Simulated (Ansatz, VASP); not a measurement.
## Two plane-wave programs on SnO2

INCAR

```
SYSTEM = SnO2
  PREC = Accurate
  ENCUT = 520
  EDIFF = 1E-7
  ISMEAR = 0
  SIGMA = 0.05
  LREAL = .FALSE.
  LASPH = .TRUE.
  NELM = 60
  ALGO = Normal
  ISIF = 2
  LWAVE = .FALSE.
  LCHARG = .FALSE.
  GGA = PE
  NBANDS = 64
```

KPOINTS

```
Automatic mesh
0
G
  6 6 6
  0 0 0
```

File POSCAR:

```
SnO2
1.0
    5.0080269761      0.0000000000      0.0000000000
    0.0000000000      5.9677248263      0.0000000000
    0.0000000000      0.0000000000      5.5465795830
Sn O
4 8
Direct
    0.5000000000      0.6651654903      0.7500000000
    0.0000000000      0.8348345097      0.2500000000
    0.5000000000      0.3348345097      0.2500000000
    0.0000000000      0.1651654903      0.7500000000
    0.7301204269      0.6070551965      0.0781681516
    0.2301204269      0.8929448035      0.9218318484
    0.7698795731      0.8929448035      0.5781681516
    0.2698795731      0.6070551965      0.4218318484
    0.7301204269      0.3929448035      0.5781681516
    0.2301204269      0.1070551965      0.4218318484
    0.7698795731      0.1070551965      0.0781681516
    0.2698795731      0.3929448035      0.9218318484
```

Input for Ansatz:

```yaml
crystal:
  lattice:
    - [5.0080269761, 0.0, 0.0]
    - [0.0, 5.9677248263, 0.0]
    - [0.0, 0.0, 5.546579583]
  atoms:
    - { symbol: Sn, position: [0.5, 0.6651654903, 0.75] }
    - { symbol: Sn, position: [0.0, 0.8348345097, 0.25] }
    - { symbol: Sn, position: [0.5, 0.3348345097, 0.25] }
    - { symbol: Sn, position: [0.0, 0.1651654903, 0.75] }
    - { symbol: O, position: [0.7301204269, 0.6070551965, 0.0781681516] }
    - { symbol: O, position: [0.2301204269, 0.8929448035, 0.9218318484] }
    - { symbol: O, position: [0.7698795731, 0.8929448035, 0.5781681516] }
    - { symbol: O, position: [0.2698795731, 0.6070551965, 0.4218318484] }
    - { symbol: O, position: [0.7301204269, 0.3929448035, 0.5781681516] }
    - { symbol: O, position: [0.2301204269, 0.1070551965, 0.4218318484] }
    - { symbol: O, position: [0.7698795731, 0.1070551965, 0.0781681516] }
    - { symbol: O, position: [0.2698795731, 0.3929448035, 0.9218318484] }
basis:
  ecutwfc: 520.0
kpoints:
  mp_grid: { grid: [6, 6, 6] }
hamiltonian:
  xc: pbe
  pseudopotentials: { kind: paw, azcp: { folder: soft_1 } }
scf:
  occupations: { method: gaussian, width: 0.05 }
output:
  forces: true
  stress: true
  eigenvalues: true
  write_density: true
  write_potential: true
  elf: true
  volumetric_format: npy
```

Change from the starting cell: volume 13.814 Å^3 an atom, stretch along b over the lengths across it, relative to the relaxed cell 0.9802.

Alike in both runs: task single point; functional PBE; k mesh 6 × 6 × 6; occupations gaussian, width 0.05 eV; no spin polarisation.

|  | VASP | Ansatz |
| --- | --- | --- |
| version | VASP 6.6.1 | Ansatz 0.2.0 |
| potentials or method | VASP PAW PBE potentials, release 64 (Sn_d, O), cutoff 520 eV | scalar-relativistic, plane waves, PAW |
| valence electrons in the cell | 104 | 104 |

```tsv
	VASP	Ansatz	Ansatz less VASP
gap on the k mesh at the Fermi level (eV)	none	none	-
pressure (GPa)	-15.2	-15.6	-0.38
traceless stress, the component that is largest in VASP (GPa)	2.20	2.22	+0.017
rms of the force components (eV/Å)	0.152	0.158	+0.0061
```

Atom by atom the forces differ by 0.006 eV/Å (rms over components). A gap of «none» marks a metal or a gap that the smearing closes. With one functional, cell and mesh, what is left measures potentials, basis and numerics.
